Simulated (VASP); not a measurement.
Mo, 1 atom in the cell. The structure is cubic, space group Im-3m (No. 229). Conventional cell: a = 3.129 Å, b = 3.129 Å, c = 3.129 Å, α = 90.00°, β = 90.00°, γ = 90.00°. Mo (site symmetry m-3m) has 14 Mo at 2.71 to 3.13 Å within 3.6 Å. 

* Program: VASP 6.6.1
* Task: single point
* Functional: PBEsol
* Potentials or basis: VASP PAW PBE potentials, release 64 (Mo_sv)
* Cutoff: 520 eV
* k mesh: 18 × 18 × 18
* Occupations: gaussian, width 0.1 eV
* Spin: no spin polarisation
* Dipole correction: no
* Further INCAR settings: ALGO = Normal; EDIFF = 1e-06; NBANDS = 13

Potentials or basis: VASP PAW PBE potentials, release 64 (Mo_sv).

Run with:

```console
$ cat potpaw_PBE.64/Mo_sv/POTCAR > POTCAR
$ mpirun -np 1 vasp_std > vasp.out
```

Hardware: 1 thread of Intel(R) Xeon(R) 6975P-C (Granite Rapids) (shared host).

Problem. How long does it take, and how much memory?

Solution. Run time: 11 s on 1 thread of Intel(R) Xeon(R) 6975P-C (Granite Rapids), with other jobs on the host, peak memory 0.15 GiB. Counts: scf iterations 11, k points 195.
